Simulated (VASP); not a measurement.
A run of VASP 6.6.1:

The input INCAR:

```
PREC = Accurate ; ENCUT = 520
EDIFF = 1E-6 ; ISMEAR = 0
SIGMA = 0.01 ; LREAL = F
LASPH = T ; NELM = 100
ALGO = Normal ; ISIF = 2
LWAVE = F ; LCHARG = T
GGA = PE ; LELF = T
LVHAR = T ; NBANDS = 28
```

File KPOINTS:

```
regular mesh
0
Gamma
  2 2 2
```

File POSCAR:

```
SnO
1.0
    3.7986000000      0.0000000000      0.0000000000
    0.0000000000      3.7986000000      0.0000000000
    0.0000000000      0.0000000000      4.8408000000
Sn O
2 2
Direct
    0.5000000000      0.0000000000      0.2369000000
    0.0000000000      0.5000000000      0.7631000000
    0.0000000000      0.0000000000      0.0000000000
    0.5000000000      0.5000000000      0.0000000000
```

Potentials or basis: VASP PAW PBE potentials, release 64 (Sn_d, O).

The run is started by

```bash
$ cat potpaw_PBE.64/Sn_d/POTCAR potpaw_PBE.64/O/POTCAR > POTCAR
$ mpirun -np 1 vasp_std > vasp.out
```

Hardware: 1 thread of Intel(R) Xeon(R) 6975P-C (Granite Rapids) (shared host).

**Question.** Estimate the wall time of this run.

**Answer.** Wall time 18 s on 1 thread of Intel(R) Xeon(R) 6975P-C (Granite Rapids), with other jobs on the host, peak memory 0.17 GiB. Counts: scf iterations 19, k points 6.
